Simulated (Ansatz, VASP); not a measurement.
# One calculation of LiH, two programs

```
Li H
1.0
     0.00000    2.70893    2.70893
     2.70893    0.00000    2.70893
     2.70893    2.70893    0.00000
Li H
1 1
Direct
  0.00000 0.00000 0.00000
  0.75000 0.75000 0.75000
```

Change from the starting cell: ordered vacancies on the anion sites of fluorite (F-43m, No. 216).

Alike in both runs: task relaxation of cell and atoms; functional PBE; k mesh 6 × 6 × 6; occupations gaussian, width 0.1 eV; no spin polarisation.

```csv
,VASP,Ansatz
version,VASP 6.6.1,Ansatz 0.2.0
potentials or method,"VASP PAW PBE potentials, release 64 (Li_sv, H_h), cutoff 1230 eV","scalar-relativistic, plane waves, PAW"
valence electrons in the cell,4,4
```

VASP gave:

```
gap on the k mesh at the Fermi level, each at its own relaxed structure (eV)  : 4.29
relaxed volume (Å³/atom)                                                      : 9.87
relaxed length of the cell vector where the two differ most in proportion (Å) : 3.034
```

Task: What did Ansatz give for the same quantities?

Result: gap on the k mesh at the Fermi level, each at its own relaxed structure (eV): 4.29; relaxed volume (Å³/atom): 9.87; relaxed length of the cell vector where the two differ most in proportion (Å): 3.033.

Noted on VASP's run: the volume moved by over 15 % at a fixed basis, so the end points are rough.
